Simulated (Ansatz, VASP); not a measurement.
One calculation of NiO, two programs

Contents of INCAR:

```
ALGO = Normal
EDIFF = 1E-6
ENCUT = 700
GGA = PS
GGA_COMPAT = False
ISIF = 2
ISMEAR = 0
ISPIN = 2
LASPH = True
LCHARG = False
LDAU = True
LDAUJ = 0.7 0
LDAUL = 2 -1
LDAUPRINT = 1
LDAUTYPE = 1
LDAUU = 3 0
LMAXMIX = 4
LORBIT = 11
LREAL = False
LWAVE = False
MAGMOM = 2 0
NBANDS = 23
NELM = 200
PREC = Accurate
SIGMA = 0.05
```

KPOINTS

```
k-points
0
Gamma
  8 8 8
```

POSCAR

```
NiO
1.0
    0.0000000000      2.0913095100      2.0913095100
    2.0913095100      0.0000000000      2.0913095100
    2.0913095100      2.0913095100      0.0000000000
Ni O
1 1
Direct
    0.0000000000      0.0000000000      0.0000000000
    0.5000000000      0.5000000000      0.5000000000
```

Input for Ansatz:

```yaml
crystal:
  lattice:
    - [0.0, 2.09130951, 2.09130951]
    - [2.09130951, 0.0, 2.09130951]
    - [2.09130951, 2.09130951, 0.0]
  atoms:
    - { symbol: Ni, position: [0.0, 0.0, 0.0], spin: 2.0 }
    - { symbol: O, position: [0.5, 0.5, 0.5] }
basis:
  ecutwfc: 420
  ecutrho_ratio: 4
kpoints:
  mp_grid: { grid: [8, 8, 8] }
hamiltonian:
  xc: pbesol
  hubbard: { sites: [{ site: 0, l: d, u: 3.0, j: 0.7 }] }
scf:
  occupations: { method: gaussian, width: 0.05 }
  lower_state_search: "off"
  max_iter: 150
output:
  forces: true
  stress: true
  eigenvalues: true
  populations: true
  hubbard: { sites: [{ site: 0, l: d }] }
magnetization:
  spin_polarized: true
```

Alike in both runs: task single point; functional PBEsol; k mesh 8 × 8 × 8; occupations gaussian, width 0.05 eV; collinear spin; Hubbard terms Ni d U = 3.0 eV, J = 0.7 eV.

```csv
,VASP,Ansatz
version,VASP 6.6.1,Ansatz 0.2.0
potentials or method,"VASP PAW PBE potentials, release 64 (Ni_sv_GW, O), cutoff 700 eV","scalar-relativistic, plane waves, PAW"
valence electrons in the cell,24,24
```

|  | VASP | Ansatz | Ansatz less VASP |
| --- | --- | --- | --- |
| gap on the k mesh at the Fermi level (eV) | 0.71 | 0.58 | -0.137 |
| least direct gap on the mesh (eV) | 1.71 | 1.52 | -0.181 |
| pressure (GPa) | -2.2 | -0.3 | +1.89 |
| net moment per atom (μB) | 1.00 | 1.00 | 0.000 |
| size of the moment on the site where the two differ most (μB) | 1.69 | 1.65 | -0.048 |

VASP's potentials were made for PBE, not for PBEsol. Site moments also hang on the region over which each program counts them. The programs project onto different local orbitals, so the same U acts differently, and such runs can settle in different states.
